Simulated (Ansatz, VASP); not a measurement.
# One calculation of PbSe, two programs

File POSCAR:

```
PbSe
1.0
    3.8585432354      0.0000000000      0.0000000000
    0.0000000000      3.8585432354      0.0000000000
    0.0000000000      0.0000000000      3.8585432354
Pb Se
1 1
Direct
    0.0000000000      0.0000000000      0.0000000000
    0.5000000000      0.5000000000      0.5000000000
```

The input INCAR.step1:

```
SYSTEM = PbSe
PREC = Accurate ; ENCUT = 520
EDIFF = 1E-5 ; ISMEAR = -1
SIGMA = 0.05 ; LREAL = .FALSE.
LASPH = .TRUE. ; NELM = 60
ALGO = Normal ; ISIF = 2
LWAVE = .TRUE. ; LCHARG = .FALSE.
GGA = PE ; NBANDS = 17
```

INCAR.step2

```
SYSTEM = PbSe
PREC = Accurate ; ENCUT = 520
EDIFF = 1E-6 ; ISMEAR = -1
SIGMA = 0.05 ; LREAL = .FALSE.
LASPH = .TRUE. ; NELM = 60
ALGO = Normal ; ISIF = 2
LWAVE = .FALSE. ; LCHARG = .FALSE.
GGA = PE ; LHFCALC = .TRUE.
HFSCREEN = 0.2079 ; PRECFOCK = Normal
ISTART = 1 ; NBANDS = 17
```

File KPOINTS:

```
Automatic mesh
0
G
  4 4 4
  0 0 0
```

input

```
crystal:
  lattice:
    - [3.8585432354, 0.0, 0.0]
    - [0.0, 3.8585432354, 0.0]
    - [0.0, 0.0, 3.8585432354]
  atoms:
    - { symbol: Pb, position: [0.0, 0.0, 0.0] }
    - { symbol: Se, position: [0.5, 0.5, 0.5] }
hamiltonian:
  xc: hse06
  pseudopotentials: { kind: paw }
kpoints:
  mp_grid: { grid: [4, 4, 4] }
scf:
  occupations: { method: fermi_dirac, width: 0.05 }
output:
  forces: true
  stress: true
  eigenvalues: true
  write_density: true
  write_potential: true
  elf: true
  volumetric_format: npy
```

Alike in both runs: task single point; functional HSE06; k mesh 4 × 4 × 4; occupations fermi-dirac, width 0.05 eV; no spin polarisation.

```csv
,VASP,Ansatz
version,VASP 6.6.1,Ansatz 0.2.0
potentials or method,"VASP PAW PBE potentials, release 64 (Pb_d, Se)",Ansatz PAW
plane-wave cutoff (eV),520,420
valence electrons in the cell,20,30
```

```csv
,VASP,Ansatz,Ansatz less VASP
gap on the k mesh at the Fermi level (eV),none,none,-
pressure (GPa),-3.7,-3.6,+0.09
```

A gap of «none» marks a metal or a gap that the smearing closes. With one functional, cell and mesh, what is left measures potentials, basis and numerics. VASP's potentials hold 20 valence electrons a cell and Ansatz's 30, so a difference there can come from the potentials and not from the codes.

The k mesh is coarse, so the values compare programs but aren't converged. Neither program's run includes spin-orbit coupling.
